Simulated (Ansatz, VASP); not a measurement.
Two plane-wave programs on BiH4

```xyz
5
Lattice="3.3286 0.0000 0.0000 0.0000 3.3286 0.0000 0.0000 0.0000 4.3683" Properties=species:S:1:pos:R:3 pbc="T T T"
Bi    0.0000    0.0000    0.0000
H     0.0000    0.0000    2.1841
H     1.6643    1.6643    0.0000
H     0.0000    1.6643    2.1841
H     1.6643    0.0000    2.1841
```

Alike in both runs: functional PBE; k mesh 12 × 12 × 8; occupations gaussian, width 0.1 eV; no spin polarisation.

Ansatz relaxed the structure, and its values are those at the end. VASP's run is a single point on that final structure, the one shown.

|  | VASP | Ansatz |
| --- | --- | --- |
| version | VASP 6.6.1 | Ansatz 0.2.0 |
| potentials or method | VASP PAW PBE potentials, release 64 (Bi_d, H), cutoff 520 eV | scalar-relativistic, plane waves, PAW |
| valence electrons in the cell | 19 | 19 |

```csv
,VASP,Ansatz,Ansatz less VASP
gap on the k mesh at the Fermi level (eV),none,none,-
pressure (GPa),-0.2,0.0,+0.16
```

A gap of «none» marks a metal or a gap that the smearing closes.

Neither program's run includes spin-orbit coupling.
